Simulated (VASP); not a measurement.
Set up this calculation in VASP 6.6.1, as the native input.

```
Task                   : single point
Functional             : PBEsol
Potentials or basis    : VASP PAW PBE potentials, release 64 (Pb_d, O)
Cutoff                 : 600 eV
k mesh                 : 6 × 6 × 6
Occupations            : fermi-dirac, width 0.1 eV
Spin                   : no spin polarisation
Dipole correction      : no
Further INCAR settings : ALGO = Normal; EDIFF = 1e-06; NBANDS = 20
```

The structure of PbO2 lies in POSCAR:

```
PbO2
1.0
    0.0000000000      2.5234739070      2.5234739070
    2.5234739070      0.0000000000      2.5234739070
    2.5234739070      2.5234739070      0.0000000000
Pb O
1 2
Direct
    0.0000000000      0.0000000000      0.0000000000
    0.2500000000      0.2500000000      0.2500000000
    0.7500000000      0.7500000000      0.7500000000
```

One way to write it, as run:

INCAR

```
SYSTEM = PbO2
PREC = Accurate ; ENCUT = 600
EDIFF = 1E-6 ; ISMEAR = -1
SIGMA = 0.1 ; LREAL = .FALSE.
LASPH = .TRUE. ; NELM = 120
ALGO = Normal ; ISIF = 2
LWAVE = .FALSE. ; LCHARG = .TRUE.
GGA = PS ; LELF = .TRUE.
LVHAR = .TRUE. ; NBANDS = 20
GGA_COMPAT = .FALSE.
```

KPOINTS

```
regular mesh
0
G
  6 6 6
  0 0 0
```

Potentials or basis: VASP PAW PBE potentials, release 64 (Pb_d, O).

Run with:

```sh
$ cat potpaw_PBE.64/Pb_d/POTCAR potpaw_PBE.64/O/POTCAR > POTCAR
$ mpirun -np 1 vasp_std > vasp.out
```

Results of the run:

```
Pressure               : 38.0 GPa
Band gap on the k mesh : zero (band 13 reaches 8.42 eV, above the bottom of band 14 at 7.38 eV)
```

Caveat: the PAW data sets were made with another functional, which shifts forces and pressure a little; spin-orbit coupling is left out, which moves the levels of the heavy elements.

It took 21 s on 1 thread of Intel(R) Xeon(R) 6975P-C (Granite Rapids) (shared host), peak memory 0.17 GiB.
